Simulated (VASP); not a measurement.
Runs of VASP 6.6.1 on GaSb. The structure is that of space group I-4m2 (No. 119), or close to it. The cells are those of the table. 

```tsv
cell	gap on the mesh (eV)	pressure (GPa)
a = 4.270 Å, angles 97.6, 97.6, 137.3°, 2 atoms	none	-0.8
a = 4.345 Å, angles 96.4, 96.4, 140.9°, 2 atoms	none	0.5
a = 4.189 Å, angles 99.0, 99.0, 133.3°, 2 atoms	none	(a)
a = 4.312 Å, angles 97.0, 97.0, 139.2°, 2 atoms	none	-0.5
a = 4.229 Å, angles 98.3, 98.3, 135.3°, 2 atoms	none	-0.8
```

Alike in all rows: task single point; level PBE; potentials or basis VASP PAW PBE potentials, release 64 (Ga_d, Sb); no spin polarisation; k mesh 16 × 16 × 16; cutoff (eV) 520; smearing gaussian 0.15 eV.

Task: Fill in the values left out.

Result: (a) -0.3.

Caveats: spin-orbit coupling is left out, which moves the levels of the heavy elements; the stress differs along the axes, from -2 to 6 GPa (at least some runs).

A k mesh can miss the band edges, and the runs leave out spin-orbit coupling on Ga, Sb.

A gap of «none» marks levels without a gap at the run's occupations.
